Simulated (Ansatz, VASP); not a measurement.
# LaH3: VASP beside Ansatz

```
CELL_PARAMETERS angstrom
0.00000 2.75074 2.75074
2.75074 0.00000 2.75074
2.75074 2.75074 0.00000
ATOMIC_POSITIONS crystal
La 0.00000 0.00000 0.00000
H 0.50000 0.50000 0.50000
H 0.75000 0.75000 0.75000
H 0.25000 0.25000 0.25000
```

Alike in both runs: functional PBEsol; k mesh 7 × 7 × 7; occupations fermi-dirac, width 0.05 eV; no spin polarisation.

Ansatz relaxed the structure, and its values are those at the end. VASP's run is a single point on that final structure, the one shown.

```csv
,VASP,Ansatz
version,VASP 6.6.1,Ansatz 0.2.0
potentials or method,"VASP PAW PBE potentials, release 64 (La, H)","plane waves, PAW"
plane-wave cutoff (eV),500,420
valence electrons in the cell,14,14
```

|  | VASP | Ansatz | Ansatz less VASP |
| --- | --- | --- | --- |
| pressure (GPa) | -0.3 | 0.0 | +0.25 |

VASP's potentials were made for PBE, not for PBEsol.

Spin-orbit coupling is off throughout.
